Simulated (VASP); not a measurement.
A run of VASP 6.6.1 is set up as follows.

The input INCAR:

```
PREC     = Accurate       # precision mode
ENCUT    = 520            # plane-wave cutoff, eV
EDIFF    = 1E-6           # SCF threshold, eV
ISMEAR   = 0              # smearing method
SIGMA    = 0.05           # smearing width, eV
LREAL    = F              # projectors in reciprocal space
LASPH    = T              # aspherical terms in the spheres
NELM     = 100            # most SCF steps
ALGO     = Normal         # electronic algorithm
ISIF     = 2              # what is computed and relaxed
LWAVE    = F              # write WAVECAR
LCHARG   = F              # write CHGCAR
GGA      = PS             # functional
NBANDS   = 11             # bands
```

KPOINTS

```
Automatic mesh
0
Gamma
  22 22 22
```

POSCAR

```
C
1.0
    0.0000000000      1.6494753875      1.6494753875
    1.6494753875      0.0000000000      1.6494753875
    1.6494753875      1.6494753875      0.0000000000
C
2
Direct
    0.0000000000      0.0000000000      0.0000000000
    0.2500000000      0.2500000000      0.2500000000
```

Potentials or basis: VASP PAW PBE potentials, release 64 (C).

Command:

```bash
$ cat potpaw_PBE.64/C/POTCAR > POTCAR
$ mpirun -np 1 vasp_std > vasp.out
```

**Question.** Estimate the pressure.

**Answer.** 152.4 GPa.

**Question.** Estimate the band gap on the k mesh.

**Answer.** 4.57 eV, indirect (least direct gap 6.19 eV).

Caveat: the PAW data sets were made with another functional, which shifts forces and pressure a little. A k mesh can miss the band edges.
